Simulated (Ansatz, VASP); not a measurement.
Given: the input of a run of VASP 6.6.1 on AlSn.

INCAR

```
SYSTEM = AlSn
PREC = Accurate ; ENCUT = 600
EDIFF = 1E-7 ; ISMEAR = -1
SIGMA = 0.05 ; LREAL = .FALSE.
LASPH = .TRUE. ; NELM = 80
ALGO = Normal ; ISIF = 3
LWAVE = .FALSE. ; LCHARG = .FALSE.
GGA = PE ; IVDW = 13
IBRION = 2 ; NSW = 60
EDIFFG = -0.01
```

File KPOINTS:

```
regular mesh
0
G
  7 7 8
  0 0 0
```

POSCAR

```
AlSn
1.0
    4.1981056157      0.0000000000      0.0000000000
   -2.0990528078      3.6356661109      0.0000000000
    0.0000000000      0.0000000000      3.3068470000
Sn Al
1 1
Direct
    0.3333333333      0.6666666667      0.5000000000
    0.0000000000      0.0000000000      0.0000000000
```

Potentials or basis: VASP PAW PBE potentials, release 64 (Sn_d, Al).

Launch:

```sh
$ cat potpaw_PBE.64/Sn_d/POTCAR potpaw_PBE.64/Al/POTCAR > POTCAR
$ mpirun -np 1 vasp_std > vasp.out
```

Task: Translate it to Ansatz 0.2.0. Potentials there: Ansatz PAW.

Result: As run (the cutoff follows the program's own potentials):

input.yaml

```yaml
crystal:
  lattice:
    - [4.1981056157, 0.0, 0.0]
    - [-2.0990528078, 3.6356661109, 0.0]
    - [0.0, 0.0, 3.306847]
  atoms:
    - { symbol: Sn, position: [0.3333333333, 0.6666666667, 0.5] }
    - { symbol: Al, position: [0.0, 0.0, 0.0] }
hamiltonian:
  xc: pbe
  pseudopotentials: { kind: paw }
  dispersion: d4
kpoints:
  mp_grid: { grid: [7, 7, 8] }
scf:
  occupations: { method: fermi_dirac, width: 0.05 }
output:
  forces: true
  stress: true
  eigenvalues: true
relax:
  f_tol: 0.01
  max_steps: 40
  cell: { stress_tol: 0.05 }
```

Potentials or basis: Ansatz PAW.

Command:

```sh
$ ansatz run input.yaml --threads 2 --pin off --max-ram 5632MiB --backend cpu --events-out ev --progress --plain --runs-dir out
```

Both were run:

|  | VASP | Ansatz | Ansatz less VASP |
| --- | --- | --- | --- |
| gap on the k mesh at the Fermi level, each at its own relaxed structure (eV) | none | none | - |
| relaxed volume (Å³/atom) | 24.29 | 24.31 | +0.017 |
| relaxed cell length with the largest relative difference (Å) | 4.132 | 4.133 | +0.0017 |

A gap of «none» marks a metal or a gap that the smearing closes.

Noted on Ansatz's run: the plane-wave basis is chosen anew once the cell has moved, so the energies of steps on either side of that aren't comparable.
